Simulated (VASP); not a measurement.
# Si2W in VASP: single point with PBE

Aim: the single point of Si2W with PBE.

Program: VASP 6.6.1. These are calculated values, not measurements. Logs are shortened: lines on timing, memory, paths and dates and some standing lists are left out, and cuts for length are marked.

## 1. The cell of the first run

The typed cell holds 3 atoms: a = 4.549 Å, b = 4.548 Å, c = 4.548 Å, α = 138.42°, β = 138.42°, γ = 60.27°.

## 2. Single point, PBE

The input, INCAR:

```
SYSTEM = Si2W
PREC     = Accurate       ! precision mode
ENCUT    = 520            ! plane-wave cutoff, eV
EDIFF    = 1E-6           ! SCF threshold, eV
ISMEAR   = 0              ! smearing method
SIGMA    = 0.15           ! smearing width, eV
LREAL    = .False.        ! projectors in reciprocal space
LASPH    = .True.         ! aspherical terms in the spheres
NELM     = 100            ! most SCF steps
ALGO     = Normal         ! electronic algorithm
ISIF     = 2              ! what is computed and relaxed
LWAVE    = .False.        ! write WAVECAR
LCHARG   = .False.        ! write CHGCAR
GGA      = PE             ! functional
NBANDS   = 18             ! bands
```

The input, KPOINTS:

```
regular mesh
0
Gamma
  14 14 14
  0 0 0
```

The input, POSCAR:

```
Si2W
1.0
   -1.6145373310      1.6147312592      3.9338268253
    1.6145242042     -1.6144286988      3.9336972493
    1.6145458511      1.6144372189     -3.9337026372
Si W
2 1
Direct
    0.3345759229      0.3345627554      0.0000124728
    0.6654255096      0.6654390943     -0.0000111506
   -0.0000014325     -0.0000018497     -0.0000013222
```

Potentials or basis: VASP PAW PBE potentials, release 64 (Si, W_sv).

Run with:

```bash
> cat potpaw_PBE.64/Si/POTCAR potpaw_PBE.64/W_sv/POTCAR > POTCAR
> mpirun -np 1 vasp_std > vasp.out
```

OUTCAR:

```text
SYSTEM = Si2W
   PREC = Accurate
   ENCUT = 520
   EDIFF = 1E-6
   ISMEAR = 0
   LREAL = .False.
   LASPH = .True.
   NELM = 100
   ISIF = 2
   GGA = PE

 ion  position               nearest neighbor table
   1  0.335  0.335  0.000-   2 2.60   3 2.63   3 2.63   3 2.63   3 2.63   3 2.63   2 2.64   2 2.64
                             2 2.64   2 2.64
   2  0.665  0.665  1.000-   1 2.60   3 2.63   3 2.63   3 2.63   3 2.63   3 2.63   1 2.64   1 2.64
                             1 2.64   1 2.64
   3  1.000  1.000  1.000-   1 2.63   2 2.63   1 2.63   2 2.63   1 2.63   1 2.63   2 2.63   2 2.63
                             2 2.63   1 2.63

  LATTYP: Found a base centered monoclinic cell.
 ALAT       =     8.5042081400
 B/A-ratio  =     0.3797026134
 C/A-ratio  =     0.3797141871
 COS(beta)  =    -0.3796430304

  Lattice vectors:

 A1 = (  -1.6145458511,  -1.6144372189,   3.9337026372)
 A2 = (   1.6145242042,  -1.6144286988,   3.9336972493)
 A3 = (   0.0000085201,   3.2291684781,   0.0001241881)

Analysis of symmetry for initial positions (statically):
=====================================================================
 Subroutine PRICEL returns:
 Original cell was already a primitive cell.

 Routine SETGRP: Setting up the symmetry group for a
 base centered monoclinic supercell.

 Subroutine GETGRP returns: Found  4 space group operations
 (whereof  4 operations were pure point group operations)
 out of a pool of  4 trial point group operations.

The static configuration has the point symmetry C_2h.

Analysis of symmetry for dynamics (positions and initial velocities):
=====================================================================
 Subroutine PRICEL returns:
 Original cell was already a primitive cell.

 Routine SETGRP: Setting up the symmetry group for a
 base centered monoclinic supercell.

 Subroutine GETGRP returns: Found  4 space group operations
 (whereof  4 operations were pure point group operations)
 out of a pool of  4 trial point group operations.

The dynamic configuration has the point symmetry C_2h.

 Subroutine INISYM returns: Found  4 space group operations
 (whereof  4 operations are pure point group operations),
 and found     1 'primitive' translations

----------------------------------------------------------------------------------------

                                     Primitive cell

  volume of cell :      41.0182

  direct lattice vectors                    reciprocal lattice vectors
[... 90 lines left out ...]
   LREAL  =      F    real-space projection
   EDIFFG = 0.1E-04   stopping-criterion for IOM
   NSW    =      0    number of steps for IOM
   IBRION =     -1    ionic relax: 0-MD 1-quasi-New 2-CG
   NFREE  =      0    steps in history (QN), initial steepest desc. (CG)
   ISIF   =      2    stress and relaxation
   ISYM   =      2    0-nonsym 1-usesym 2-fastsym
   POTIM  = 0.5000    time-step for ionic-motion
   TEBEG  =    0.0;   TEEND  =   0.0 temperature during run
   PSTRESS=    0.0 pullay stress
   NELECT =      22.0000    total number of electrons
   NUPDOWN=      -1.0000    fix difference up-down
   EMIN   =  10.00;   EMAX   =-10.00  energy-range for DOS
   EFERMI =   0.00;   METHOD = LEGACY
   ISMEAR =     0;   SIGMA  =   0.15  broadening in eV -4-tet -1-fermi 0-gaus
   EFERMI_NEDOS =   21; number of points for ismear=-14 and -15
   IALGO  =     38    algorithm
   IMIX   =      4    mixing-type and parameters
     AMIX     =   0.40;   BMIX     =  1.00
     AMIX_MAG =   1.60;   BMIX_MAG =  1.00
  volume/ion in A,a.u.               =      13.67        92.27
  Fermi-wavevector in a.u.,A,eV,Ry     =   1.330118  2.513559 24.071631  1.769215
  Thomas-Fermi vector in A             =   2.459229
   LORBIT       =      0    0 simple, 1 ext, 2 COOP (PROOUT), +10 PAW based schemes
   GGA     = PE    functional components
   LHFCALC =     F    Hartree Fock is set to
   AEXX    =    0.0000 exact exchange contribution
   IVDW    =     0    specifies the selected vdW correction
   LEPSILON=     F    determine dielectric tensor
   LRPA    =     F    only Hartree local field effects (RPA)
 non-spin polarized calculation
 Gauss-broadening in eV      SIGMA  =   0.15
  energy-cutoff  :      520.00
  volume of cell :       41.02
 maximum number of plane-waves:      1134
 NGX is ok and might be reduce to    36
   NGX = 17   NGY = 17   NGZ = 17

 number of electron      22.0000000 magnetization

 Free energy of the ion-electron system (eV)
  ---------------------------------------------------
  ext. energy  EPLUGINS =         0.00000000
  ---------------------------------------------------
  free energy    TOTEN  =       -24.81610942 eV

  energy without entropy =      -24.81335804  energy(sigma->0) =      -24.81473373

 E-fermi :  11.7575     XC(G=0): -12.4605

 val. band max:       11.7207440523   @ k =  -0.4286  -0.3571   0.3571
 cond. band min:      11.7584782167   @ k =  -0.4286  -0.4286   0.2857
 fundamental gap:      0.0377341644
 Fermi energy:        11.7575311720

 k-point     1 :       0.0000    0.0000    0.0000
  band No.  band energies     occupation
      1     -62.1284      2.00000
      2     -26.3756      2.00000
      3     -26.3618      2.00000
      4     -26.3617      2.00000
      5      -2.2037      2.00000
      6       4.9977      2.00000
[... 481 lines left out ...]
      5      -1.6735      2.00000
      6       4.7461      2.00000
[... 10 lines left out ...]
     17      17.8338      0.00000
     18      18.5382      0.00000

 [... further k-points ...]

------------------------ aborting loop because EDIFF is reached ----------------------------------------

  FORCE on cell =-STRESS in cart. coord.  units (eV):
  Direction    XX          YY          ZZ          XY          YZ          ZX
  --------------------------------------------------------------------------------------
  -------------------------------------------------------------------------------------
  Total        0.0219561      0.0196063     -0.0006163      0.0000001     -0.0038033     -0.0000000
  in kB        0.8576079      0.7658264     -0.0240721      0.0000045     -0.1485577     -0.0000018
  external PRESSURE =       0.5331207 kB  Pullay stress =       0.0000000 kB

 VOLUME and BASIS-vectors are now :
 -----------------------------------------------------------------------------
  energy-cutoff  :      520.00
  volume of cell :       41.02
      direct lattice vectors                 reciprocal lattice vectors
    -1.614537331  1.614731259  3.933826825    -0.000000605  0.309672358  0.127092882
     1.614524204 -1.614428699  3.933697249     0.309686897 -0.000005705  0.127105308
     1.614545851  1.614437219 -3.933702637     0.309685868  0.309676429 -0.000011392

 POSITION                                       TOTAL-FORCE (eV/Angst)
 -----------------------------------------------------------------------------------
     -0.00001      0.00014      2.63218         0.000000     -0.000345     -0.002658
      1.61454      1.61460      1.30165        -0.000000      0.000345      0.002658
      1.61453      1.61474      3.93381         0.000000     -0.000000     -0.000000
 -----------------------------------------------------------------------------------
    total drift:                                0.003316      0.001726      0.010377

  FREE ENERGIE OF THE ION-ELECTRON SYSTEM (eV)
  ---------------------------------------------------
  free  energy   TOTEN  =       -24.8161094214 eV

  energy  without entropy=      -24.8133580417  energy(sigma->0) =      -24.81473373
```

OSZICAR:

```text
N       E                     dE             d eps       ncg     rms          rms(c)
DAV:   1     0.130368466724E+03    0.13037E+03   -0.10844E+04 26800   0.123E+03
DAV:   2    -0.211232479426E+02   -0.15149E+03   -0.14786E+03 30454   0.320E+02
DAV:   3    -0.256566293372E+02   -0.45334E+01   -0.44776E+01 33824   0.497E+01
DAV:   4    -0.256971644516E+02   -0.40535E-01   -0.40470E-01 31844   0.493E+00
DAV:   5    -0.256975971706E+02   -0.43272E-03   -0.43270E-03 31688   0.548E-01    0.247E+01
DAV:   6    -0.249208653319E+02    0.77673E+00   -0.37015E+00 28884   0.135E+01    0.833E+00
DAV:   7    -0.248398518879E+02    0.81013E-01   -0.25978E-01 28630   0.283E+00    0.453E+00
DAV:   8    -0.248165986616E+02    0.23253E-01   -0.47271E-02 30158   0.171E+00    0.333E-01
DAV:   9    -0.248162033699E+02    0.39529E-03   -0.11179E-03 31036   0.266E-01    0.199E-01
DAV:  10    -0.248161158802E+02    0.87490E-04   -0.28695E-04 31726   0.146E-01    0.384E-02
DAV:  11    -0.248161091574E+02    0.67228E-05   -0.39015E-05 30540   0.453E-02    0.179E-02
DAV:  12    -0.248161094214E+02   -0.26397E-06   -0.17287E-06 22334   0.865E-03
   1 F= -.24816109E+02 E0= -.24814734E+02  d E =-.275138E-02
```

It took 5.1 min on 1 thread of Intel Xeon Platinum 8488C (Sapphire Rapids), shared host; peak memory 0.62 GiB.

What came out:

* Free energy: -24.8161 eV
* Pressure: 0.1 GPa
* Band gap on the k mesh: zero (bands 11 and 12 overlap by 1.24 eV)

Forces in eV/Å, atoms in the order of the input:
```
Si   0.000  0.000 -0.003
Si   0.000  0.000  0.003
W    0.000  0.000  0.000
```

Stress tensor (GPa, compression positive):
```
 0.09  0.00  0.00
 0.00  0.08 -0.01
 0.00 -0.01  0.00
```

Caveat: spin-orbit coupling is left out, which moves the levels of the heavy elements.

The gap in the log of VASP goes by the Fermi energy; the results here count the filled bands.